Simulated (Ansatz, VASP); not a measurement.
This is a calculation of Pd for VASP 6.6.1.

File INCAR:

```
PREC = Accurate ; ENCUT = 520
EDIFF = 1E-7 ; ISMEAR = -1
SIGMA = 0.05 ; LREAL = False
LASPH = True ; NELM = 60
ALGO = Fast ; ISIF = 2
LWAVE = False ; LCHARG = False
GGA = PE ; NBANDS = 28
```

Contents of KPOINTS:

```
Automatic mesh
0
Gamma
  11 11 3
```

POSCAR

```
Pd
1.0
    2.7625616691      0.0000000000      0.0000000000
   -1.3812808346      2.3924485850      0.0000000000
    0.0000000000      0.0000000000      9.1183940900
Pd
4
Direct
    0.6564510000      0.3288310000      0.7487340000
   -0.0000360000      0.0100860000      0.5012050000
    0.3415370000      0.6798650000      0.2517530000
    0.0018860000     -0.0026890000     -0.0010740000
```

Potentials or basis: VASP PAW PBE potentials, release 64 (Pd).

The run is started by

```sh
$ cat potpaw_PBE.64/Pd/POTCAR > POTCAR
$ mpirun -np 1 vasp_std > vasp.out
```

Task: Translate it to Ansatz 0.2.0. Potentials there: Ansatz PAW.

Result: As run (the cutoff follows the program's own potentials):

Contents of input.yaml:

```yaml
crystal:
  lattice:
    - [2.7625616691, 0.0, 0.0]
    - [-1.3812808346, 2.392448585, 0.0]
    - [0.0, 0.0, 9.11839409]
  atoms:
    - { symbol: Pd, position: [0.656451, 0.328831, 0.748734] }
    - { symbol: Pd, position: [-3.6e-05, 0.010086, 0.501205] }
    - { symbol: Pd, position: [0.341537, 0.679865, 0.251753] }
    - { symbol: Pd, position: [0.001886, -0.002689, -0.001074] }
hamiltonian:
  xc: pbe
  pseudopotentials: { kind: paw }
kpoints:
  mp_grid: { grid: [11, 11, 3] }
scf:
  occupations: { method: fermi_dirac, width: 0.05 }
output:
  forces: true
  stress: true
  eigenvalues: true
```

Potentials or basis: Ansatz PAW.

The run is started by

```sh
$ ansatz run input.yaml --threads 2 --pin off --max-ram 5120MiB --backend cpu --events-out ev --progress --plain --runs-dir out
```

Both were run:

|  | VASP | Ansatz | Ansatz less VASP |
| --- | --- | --- | --- |
| gap on the k mesh at the Fermi level (eV) | none | none | - |
| pressure (GPa) | 3.2 | 3.5 | +0.31 |
| traceless stress, the component that is largest in VASP (GPa) | 0.39 | 0.37 | -0.013 |
| rms of the force components (eV/Å) | 0.070 | 0.071 | +0.0008 |

Atom by atom the forces differ by 0.001 eV/Å (rms over components). A gap of «none» marks a metal or a gap that the smearing closes. The functional is the same, so the differences come from potentials, cutoffs and numerics. VASP's potentials hold 40 valence electrons a cell and Ansatz's 72, so a difference there can come from the potentials and not from the codes.
